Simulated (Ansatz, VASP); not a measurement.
Two plane-wave programs on TiSi2

```
Ti Si
1.0
     5.85560    0.00000    0.00000
     0.20981    5.85184    0.00000
     0.00000    0.00000   22.27480
Ti Si
8 16
Direct
  0.00000 0.75000 0.31569
  0.50000 0.75000 0.36747
  0.50000 0.25000 0.41948
  0.00000 0.25000 0.47225
  0.00000 0.75000 0.52775
  0.50000 0.75000 0.58052
  0.50000 0.25000 0.63253
  0.00000 0.25000 0.68431
  0.28492 0.42190 0.32309
  0.71508 0.07810 0.32309
  0.17365 0.06845 0.36590
  0.82635 0.43155 0.36590
  0.83908 0.90720 0.42113
  0.16092 0.59280 0.42113
  0.66245 0.58772 0.47330
  0.33755 0.91228 0.47330
  0.33755 0.41228 0.52670
  0.66245 0.08772 0.52670
  0.16092 0.09280 0.57887
  0.83908 0.40720 0.57887
  0.82635 0.93155 0.63410
  0.17365 0.56845 0.63410
  0.71508 0.57810 0.67691
  0.28492 0.92190 0.67691
```

Alike in both runs: functional LDA; k mesh 5 × 5 × 1; occupations methfessel-paxton of order 1, width 0.1 eV; no spin polarisation.

Ansatz relaxed the structure, and its values are those at the end. VASP's run is a single point on that final structure, the one shown.

|  | VASP | Ansatz |
| --- | --- | --- |
| version | VASP 6.6.1 | Ansatz 0.2.0 |
| potentials or method | VASP PAW LDA potentials, release 64 (Ti_sv, Si), cutoff 400 eV | scalar-relativistic, plane waves, PAW |
| valence electrons in the cell | 160 | 160 |

```csv
,VASP,Ansatz,Ansatz less VASP
gap on the k mesh at the Fermi level (eV),none,none,-
rms of the force components (eV/Å),0.022,0.024,+0.0023
```

Ansatz warns that its potentials were made for another functional, while VASP's fit it. LDA's correlation is that of Perdew and Zunger in VASP and of Perdew and Wang (1992) in Ansatz. A gap of «none» marks a metal or a gap that the smearing closes.
